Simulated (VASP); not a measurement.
A run of VASP 6.6.1:

File INCAR:

```
SYSTEM = Ge5Pd
PREC = Accurate ; ENCUT = 600
EDIFF = 1E-6 ; ISMEAR = 0
SIGMA = 0.1 ; LREAL = .False.
LASPH = .True. ; NELM = 100
ALGO = Fast ; ISIF = 3
LWAVE = .False. ; LCHARG = .False.
GGA = PE ; IBRION = 2
NSW = 100 ; EDIFFG = -0.01
```

KPOINTS

```
regular mesh
0
Gamma
  12 12 8
  0 0 0
```

POSCAR

```
Ge5Pd
1.0
    5.5430934200      0.0000000000      0.0000000000
   -2.7715467100      4.8004597100      0.0000000000
    0.0000000000      0.0000000000      4.5620409800
Ge Pd
5 1
Direct
    0.0000000000      0.5000000000      0.5000000000
    0.5000000000      0.5000000000      0.5000000000
    0.3333333300      0.6666666700      0.0000000000
    0.5000000000      0.0000000000      0.5000000000
    0.6666666700      0.3333333300      0.0000000000
    0.0000000000      0.0000000000      0.0000000000
```

Potentials or basis: VASP PAW PBE potentials, release 64 (Ge_d, Pd).

Launch:

```sh
$ cat potpaw_PBE.64/Ge_d/POTCAR potpaw_PBE.64/Pd/POTCAR > POTCAR
$ mpirun -np 1 vasp_std > vasp.out
```

Hardware: 1 thread of Oxide Virtual Turin-like Processor, with other jobs on the host.

**Question.** Estimate the wall time of this run.

**Answer.** Run time: 2.9 h on 1 thread of Oxide Virtual Turin-like Processor, with other jobs on the host, peak memory 0.63 GiB. Counts: scf iterations 114, k points 95, ion steps 11.
